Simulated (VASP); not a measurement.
The system is Si.

```
CELL_PARAMETERS angstrom
1.74152 -3.01639 0.00000
1.74152 3.01639 0.00000
0.00000 0.00000 8.26068
ATOMIC_POSITIONS crystal
Si 0.00000 0.50000 0.33333
Si 0.50000 0.00000 0.66667
Si 0.50000 0.00000 0.16667
Si 0.00000 0.50000 0.83333
Si 0.00000 0.00000 0.50000
Si 0.50000 0.50000 0.00000
```

* Program: VASP 6.6.1
* Task: relaxation of cell and atoms
* Functional: PBE
* Potentials or basis: VASP PAW PBE potentials, release 64 (Si)
* Cutoff: 600 eV
* k mesh: 6 × 6 × 2
* Occupations: gaussian, width 0.1 eV
* Spin: no spin polarisation

At the start: pressure 34.2 GPa; volume 14.46 Å³/atom.

Question: Where does the relaxation end?

Answer: Over 9 steps the energy falls by 351.0 meV/atom and the volume is 18.16 Å³/atom (+25.6 %); space group Ccce (No. 68, to 0.05 Å).

The path:
```
step  energy change (eV)  largest force (eV/Å)  pressure (GPa)  volume (Å³)
   1              0.0000                0.0594           34.25        86.79
   2             -1.0381                0.0797          -11.59       131.67
   3             -1.9935                0.0362           -0.56       109.54
   4             -1.9937                0.0350           -0.14       109.05
   5             -2.0724                0.0386           -0.14       109.11
   6             -2.1023                0.1034           -0.08       109.09
   7             -2.1041                0.1215           -0.06       109.07
   8             -2.1041                0.1260           -0.05       109.07
   9             -2.1059                0.0044            0.02       108.96
```

Final structure:
```cif
data_structure
_symmetry_space_group_name_H-M 'P 1'
_symmetry_Int_Tables_number 1
_cell_length_a 3.8869
_cell_length_b 3.8869
_cell_length_c 8.3720
_cell_angle_alpha 90.000
_cell_angle_beta 90.000
_cell_angle_gamma 120.515
_cell_volume 108.96
loop_
_atom_site_label
_atom_site_type_symbol
_atom_site_fract_x
_atom_site_fract_y
_atom_site_fract_z
_atom_site_occupancy
Si1 Si 0.00000 0.50000 0.33396 1
Si2 Si 0.50000 0.00000 0.66604 1
Si3 Si 0.50000 0.00000 0.16604 1
Si4 Si 0.00000 0.50000 0.83396 1
Si5 Si 0.00000 0.00000 0.50000 1
Si6 Si 0.50000 0.50000 0.00000 1
```

Caveat: the k points lie up to 0.38 Å⁻¹ apart in the final cell; the volume moved by over 15 % at a fixed basis, so the end points are rough.
